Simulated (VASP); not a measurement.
# In (Im-3m) in VASP: a series of runs, part 2 of 2

VASP 6.6.1. Earlier steps stand in the parts before.

## (3) Single point, RPBE (volume scaled by 0.88)

INCAR reads:

```
PREC     = Accurate       # precision mode
ENCUT    = 520            # plane-wave cutoff, eV
EDIFF    = 1E-6           # SCF threshold, eV
ISMEAR   = -1             # smearing method
SIGMA    = 0.1            # smearing width, eV
LREAL    = F              # projectors in reciprocal space
LASPH    = T              # aspherical terms in the spheres
NELM     = 80             # most SCF steps
ALGO     = Normal         # electronic algorithm
ISIF     = 2              # what is computed and relaxed
LWAVE    = F              # write WAVECAR
LCHARG   = T              # write CHGCAR
GGA      = RP             # functional
LELF     = T              # ELF
LVHAR    = T            
NBANDS   = 12             # bands
```

KPOINTS reads:

```
regular mesh
0
Gamma
  13 13 13
```

POSCAR reads:

```
In
1.0
   -1.8586524567      1.8586524567      1.8586524567
    1.8586524567     -1.8586524567      1.8586524567
    1.8586524567      1.8586524567     -1.8586524567
In
1
Direct
    0.0000000000      0.0000000000      0.0000000000
```

Potentials or basis: VASP PAW PBE potentials, release 64 (In_d).

Command:

```sh
$ cat potpaw_PBE.64/In_d/POTCAR > POTCAR
$ mpirun -np 1 vasp_std > vasp.out
```

OUTCAR:

```text
PREC = Accurate
   ENCUT = 520
   EDIFF = 1E-6
   ISMEAR = -1
   LREAL = F
   LASPH = T
   NELM = 80
   ISIF = 2
   GGA = RP

 ion  position               nearest neighbor table
   1  0.000  0.000  0.000-

  LATTYP: Found a body centered cubic cell.
 ALAT       =     3.7173049134

  Lattice vectors:

 A1 = (  -1.8586524567,   1.8586524567,   1.8586524567)
 A2 = (   1.8586524567,  -1.8586524567,   1.8586524567)
 A3 = (   1.8586524567,   1.8586524567,  -1.8586524567)

Analysis of symmetry for initial positions (statically):
=====================================================================
 Subroutine PRICEL returns:
 Original cell was already a primitive cell.

 Routine SETGRP: Setting up the symmetry group for a
 body centered cubic supercell.

 Subroutine GETGRP returns: Found 48 space group operations
 (whereof 48 operations were pure point group operations)
 out of a pool of 48 trial point group operations.

The static configuration has the point symmetry O_h .

Analysis of symmetry for dynamics (positions and initial velocities):
[... 168 lines left out ...]
      4      -6.6013      2.00000
      5      -6.6013      2.00000
      6      -1.7868      2.00000
      7      19.2702      0.00000
      8      19.2702      0.00000
      9      19.2702      0.00000
     10      20.8813      0.00000
     11      20.8813      0.00000
     12      20.8813      0.00000
[... 331 lines left out ...]
 k-point    24 :       0.2308    0.0769    0.0769
  band No.  band energies     occupation
      1      -6.9565      2.00000
      2      -6.8871      2.00000
      3      -6.6351      2.00000
      4      -6.6059      2.00000
      5      -6.5780      2.00000
      6       0.7792      2.00000
      7       9.9480      0.00000
      8      13.1776      0.00000
      9      14.0955      0.00000
     10      20.9320      0.00000
     11      20.9649      0.00000
     12      23.1424      0.00000

 [... further k-points ...]

------------------------ aborting loop because EDIFF is reached ----------------------------------------

  FORCE on cell =-STRESS in cart. coord.  units (eV):
  Direction    XX          YY          ZZ          XY          YZ          ZX
  --------------------------------------------------------------------------------------
  -------------------------------------------------------------------------------------
  Total        0.7940873      0.7940873      0.7940873     -0.0000000      0.0000000      0.0000000
  in kB       49.5363787     49.5363787     49.5363787     -0.0000000      0.0000000      0.0000000
  external PRESSURE =      49.5363787 kB  Pullay stress =       0.0000000 kB

 VOLUME and BASIS-vectors are now :
 -----------------------------------------------------------------------------
  energy-cutoff  :      520.00
  volume of cell :       25.68
      direct lattice vectors                 reciprocal lattice vectors
    -1.858652457  1.858652457  1.858652457     0.000000000  0.269012100  0.269012100
     1.858652457 -1.858652457  1.858652457     0.269012100  0.000000000  0.269012100
     1.858652457  1.858652457 -1.858652457     0.269012100  0.269012100  0.000000000

 POSITION                                       TOTAL-FORCE (eV/Angst)
 -----------------------------------------------------------------------------------
      0.00000      0.00000      0.00000        -0.000000      0.000000     -0.000000
 -----------------------------------------------------------------------------------
    total drift:                               -0.000000      0.000000      0.000000

  FREE ENERGIE OF THE ION-ELECTRON SYSTEM (eV)
  ---------------------------------------------------
  free  energy   TOTEN  =        -2.1510584328 eV

  energy  without entropy=       -2.1364268092  energy(sigma->0) =       -2.14374262
```

OSZICAR:

```text
N       E                     dE             d eps       ncg     rms          rms(c)
DAV:   1     0.792184802067E+02    0.79218E+02   -0.62662E+03  2064   0.138E+03
DAV:   2     0.175349841718E+01   -0.77465E+02   -0.75540E+02  2104   0.294E+02
DAV:   3    -0.207804784012E+01   -0.38315E+01   -0.38167E+01  2396   0.653E+01
DAV:   4    -0.216693120296E+01   -0.88883E-01   -0.88858E-01  2552   0.985E+00
DAV:   5    -0.217086504646E+01   -0.39338E-02   -0.39337E-02  2740   0.180E+00    0.230E+00
DAV:   6    -0.215422665919E+01    0.16638E-01   -0.26873E-02  2524   0.338E+00    0.120E+00
DAV:   7    -0.215107754155E+01    0.31491E-02   -0.10378E-02  2604   0.195E+00    0.249E-01
DAV:   8    -0.215104418671E+01    0.33355E-04   -0.10362E-03  2472   0.496E-01    0.302E-02
DAV:   9    -0.215105859351E+01   -0.14407E-04   -0.27997E-05  2744   0.609E-02    0.116E-02
DAV:  10    -0.215105843275E+01    0.16076E-06   -0.96033E-07  1788   0.134E-02
   1 F= -.21510584E+01 E0= -.21437426E+01  d E =-.146316E-01
```

stdout:

```text
POSCAR found type information on POSCAR In
 POSCAR found :  1 types and       1 ions
 scaLAPACK will be used
 -----------------------------------------------------------------------------
|                                                                             |
|                                                                             |
|     You enforced a specific xc type in the INCAR file but a different       |
|     I HOPE YOU KNOW WHAT YOU ARE DOING!                                     |
|                                                                             |
 -----------------------------------------------------------------------------

 LDA part: xc-table for (Slater+PW92), standard interpolation
 POSCAR, INCAR and KPOINTS ok, starting setup
 FFT: planning ... GRIDC
 FFT: planning ... GRID_SOFT
 FFT: planning ... GRID
 WAVECAR not read
 entering main loop
```

Wall time 35 s (1 thread of AMD EPYC 7R13, shared host); peak memory 0.12 GiB.

What came out:

| Quantity | Value |
| --- | --- |
| Free energy | -2.1511 eV |
| Pressure | 5.0 GPa |

Caveat: the PAW data sets were made with another functional, which shifts forces and pressure a little; spin-orbit coupling is left out, which moves the levels of the heavy elements.

## (4) Single point, RPBE (volume scaled by 0.92)

INCAR reads:

```
  PREC = Accurate
  ENCUT = 520
  EDIFF = 1E-6
  ISMEAR = -1
  SIGMA = 0.1
  LREAL = False
  LASPH = True
  NELM = 100
  ALGO = Normal
  ISIF = 2
  LWAVE = False
  LCHARG = False
  GGA = RP
  NBANDS = 12
```

KPOINTS reads:

```
Automatic mesh
0
Gamma
  13 13 13
```

POSCAR reads:

```
In
1.0
   -1.8863976286      1.8863976286      1.8863976286
    1.8863976286     -1.8863976286      1.8863976286
    1.8863976286      1.8863976286     -1.8863976286
In
1
Direct
    0.0000000000      0.0000000000      0.0000000000
```

Command:

```sh
$ cat potpaw_PBE.64/In_d/POTCAR > POTCAR
$ mpirun -np 1 vasp_std > vasp.out
```

Run time: 34 s. Hardware: 1 thread of AMD EPYC 7R13, shared host; peak memory 0.12 GiB.

Results (log left out):

* Free energy: -2.1798 eV
* Pressure: 2.8 GPa

Levels at points of the mesh, in eV from the Fermi level:
```tsv
k point	band 3	band 4	band 5	band 6	band 7	band 8	band 9	band 10
(0.00, 0.00, 0.00)	-14.72	-14.46	-14.46	-9.36	10.90	10.90	10.90	12.87
```

Caveat: the PAW data sets were made with another functional, which shifts forces and pressure a little; spin-orbit coupling is left out, which moves the levels of the heavy elements.

## (5) Single point, RPBE (volume scaled by 0.96)

INCAR reads:

```
  ALGO = Normal
  EDIFF = 1E-6
  ENCUT = 520
  GGA = RP
  ISIF = 2
  ISMEAR = -1
  LASPH = True
  LCHARG = False
  LREAL = False
  LWAVE = False
  NBANDS = 12
  NELM = 80
  PREC = Accurate
  SIGMA = 0.1
```

KPOINTS reads:

```
k-points
0
Gamma
  13 13 13
```

POSCAR reads:

```
In
1.0
   -1.9133498076      1.9133498076      1.9133498076
    1.9133498076     -1.9133498076      1.9133498076
    1.9133498076      1.9133498076     -1.9133498076
In
1
Direct
    0.0000000000      0.0000000000      0.0000000000
```

Potentials or basis: VASP PAW PBE potentials, release 64 (In_d).

Command:

```sh
$ cat potpaw_PBE.64/In_d/POTCAR > POTCAR
$ mpirun -np 1 vasp_std > vasp.out
```

OUTCAR:

```text
EDIFF = 1E-6
   ENCUT = 520
   GGA = RP
   ISIF = 2
   ISMEAR = -1
   LASPH = True
   LREAL = False
   NELM = 80
   PREC = Accurate

 ion  position               nearest neighbor table
   1  0.000  0.000  0.000-

  LATTYP: Found a body centered cubic cell.
 ALAT       =     3.8266996152

  Lattice vectors:

 A1 = (  -1.9133498076,   1.9133498076,   1.9133498076)
 A2 = (   1.9133498076,  -1.9133498076,   1.9133498076)
 A3 = (   1.9133498076,   1.9133498076,  -1.9133498076)

Analysis of symmetry for initial positions (statically):
=====================================================================
 Subroutine PRICEL returns:
 Original cell was already a primitive cell.

 Routine SETGRP: Setting up the symmetry group for a
 body centered cubic supercell.

 Subroutine GETGRP returns: Found 48 space group operations
 (whereof 48 operations were pure point group operations)
 out of a pool of 48 trial point group operations.

The static configuration has the point symmetry O_h .

Analysis of symmetry for dynamics (positions and initial velocities):
[... 166 lines left out ...]
      1      -7.7639      2.00000
      2      -7.7639      2.00000
      3      -7.7639      2.00000
      4      -7.5333      2.00000
      5      -7.5333      2.00000
      6      -2.1627      2.00000
      7      17.3579      0.00000
      8      17.3579      0.00000
      9      17.3579      0.00000
     10      19.6484      0.00000
     11      19.6484      0.00000
     12      19.6484      0.00000
[... 331 lines left out ...]
 k-point    24 :       0.2308    0.0769    0.0769
  band No.  band energies     occupation
      1      -7.8138      2.00000
      2      -7.7548      2.00000
      3      -7.5604      2.00000
      4      -7.5380      2.00000
      5      -7.5124      2.00000
      6       0.2162      2.00000
      7       8.7912      0.00000
      8      11.8720      0.00000
      9      12.8458      0.00000
     10      19.1851      0.00000
     11      19.4221      0.00000
     12      21.4395      0.00000

 [... further k-points ...]

------------------------ aborting loop because EDIFF is reached ----------------------------------------

  FORCE on cell =-STRESS in cart. coord.  units (eV):
  Direction    XX          YY          ZZ          XY          YZ          ZX
  --------------------------------------------------------------------------------------
  -------------------------------------------------------------------------------------
  Total        0.1994060      0.1994060      0.1994060      0.0000000      0.0000000      0.0000000
  in kB       11.4026464     11.4026464     11.4026464      0.0000000      0.0000000      0.0000000
  external PRESSURE =      11.4026464 kB  Pullay stress =       0.0000000 kB

 VOLUME and BASIS-vectors are now :
 -----------------------------------------------------------------------------
  energy-cutoff  :      520.00
  volume of cell :       28.02
      direct lattice vectors                 reciprocal lattice vectors
    -1.913349808  1.913349808  1.913349808     0.000000000  0.261321792  0.261321792
     1.913349808 -1.913349808  1.913349808     0.261321792  0.000000000  0.261321792
     1.913349808  1.913349808 -1.913349808     0.261321792  0.261321792  0.000000000

 POSITION                                       TOTAL-FORCE (eV/Angst)
 -----------------------------------------------------------------------------------
      0.00000      0.00000      0.00000         0.000000     -0.000000      0.000000
 -----------------------------------------------------------------------------------
    total drift:                                0.000000     -0.000000      0.000000

  FREE ENERGIE OF THE ION-ELECTRON SYSTEM (eV)
  ---------------------------------------------------
  free  energy   TOTEN  =        -2.1945182574 eV

  energy  without entropy=       -2.1781112626  energy(sigma->0) =       -2.18631476
```

It took 51 s on 1 thread of AMD EPYC 7R13, shared host; peak memory 0.14 GiB.

What came out:

```
Free energy : -2.1945 eV
Pressure    : 1.1 GPa
```

Levels at points of the mesh, in eV from the Fermi level:
```
           k point  band 3  band 4  band 5  band 6  band 7  band 8  band 9  band 10
(0.00, 0.00, 0.00)  -14.67  -14.44  -14.44   -9.07   10.45   10.45   10.45    12.74
```

Caveat: the PAW data sets were made with another functional, which shifts forces and pressure a little; spin-orbit coupling is left out, which moves the levels of the heavy elements.

## (6) Summary

```tsv
cell	k mesh	gap on the mesh (eV)	pressure (GPa)
a = 3.359 Å, angles 109.5°, 1 atom	12 × 12 × 12	none	-0.1
a = 3.219 Å, angles 109.5°, 1 atom	13 × 13 × 13	none	5.0
a = 3.267 Å, angles 109.5°, 1 atom	13 × 13 × 13	none	2.8
a = 3.314 Å, angles 109.5°, 1 atom	13 × 13 × 13	none	1.1
```

Alike in all rows: task single point; level RPBE; potentials or basis VASP PAW PBE potentials, release 64 (In_d); no spin polarisation; cutoff (eV) 520; smearing fermi-dirac 0.1 eV.

Caveats: the PAW data sets were made with another functional, which shifts forces and pressure a little; spin-orbit coupling is left out, which moves the levels of the heavy elements.

Total energies depend on the potentials used, so only differences within one code and one set of settings carry meaning.
